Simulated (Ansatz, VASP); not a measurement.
# One calculation of Sn, two programs

```
Sn
1.0
     4.69310    0.00000    0.00000
    -2.34655    4.06434    0.00000
     0.00000    0.00000    7.71397
Sn
4
Direct
  0.66667 0.33333 0.06260
  0.33333 0.66667 0.56260
  0.66667 0.33333 0.43740
  0.33333 0.66667 0.93740
```

Alike in both runs: functional PBE; k mesh 12 × 12 × 6; occupations gaussian, width 0.1 eV; no spin polarisation.

Ansatz relaxed the structure, and its values are those at the end. VASP's run is a single point on that final structure, the one shown.

|  | VASP | Ansatz |
| --- | --- | --- |
| version | VASP 6.6.1 | Ansatz 0.2.0 |
| potentials or method | VASP PAW PBE potentials, release 64 (Sn_d), cutoff 520 eV | scalar-relativistic, plane waves, PAW |
| valence electrons in the cell | 56 | 56 |

VASP gave:

```
gap on the k mesh at the Fermi level (eV) : none
pressure (GPa)                            : -0.1
```

Question: Which values does Ansatz return?

Answer: gap on the k mesh at the Fermi level (eV): none; pressure (GPa): 0.0.

A gap of «none» marks a metal or a gap that the smearing closes. With one functional, cell and mesh, what is left measures potentials, basis and numerics.
